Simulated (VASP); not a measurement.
The system is Ge.

```xyz
1
Lattice="1.3971 -2.6005 0.0000 1.3971 2.6005 0.0000 0.0000 0.0000 2.6982" Properties=species:S:1:pos:R:3 pbc="T T T"
Ge    1.3971    0.0000    0.0000
```

Base run:

| Quantity | Value |
| --- | --- |
| Program | VASP 6.6.1 |
| Functional | revPBE |
| Potentials or basis | VASP PAW PBE potentials, release 64 (Ge_d) |
| Cutoff | 520 eV |
| k mesh | 11 × 11 × 10 |
| Occupations | fermi-dirac, width 0.05 eV |
| Spin | no spin polarisation |

Its results: band gap on the k mesh zero (band 7 reaches 12.99 eV, above the bottom of band 8 at 3.89 eV); pressure 0.6 GPa.

Task: The run is repeated on the same cell with these changes: functional from revPBE to r2SCAN; k mesh from 11 × 11 × 10 to 6 × 6 × 6. What comes out?

Result: Band gap on the k mesh zero (band 7 reaches 13.08 eV, above the bottom of band 8 at 2.77 eV); pressure -3.0 GPa.

Several settings changed at once, so the effect can't be laid on one alone.

Caveats: some runs use coarse meshes; the PAW data sets were made with another functional, which shifts forces and pressure a little.
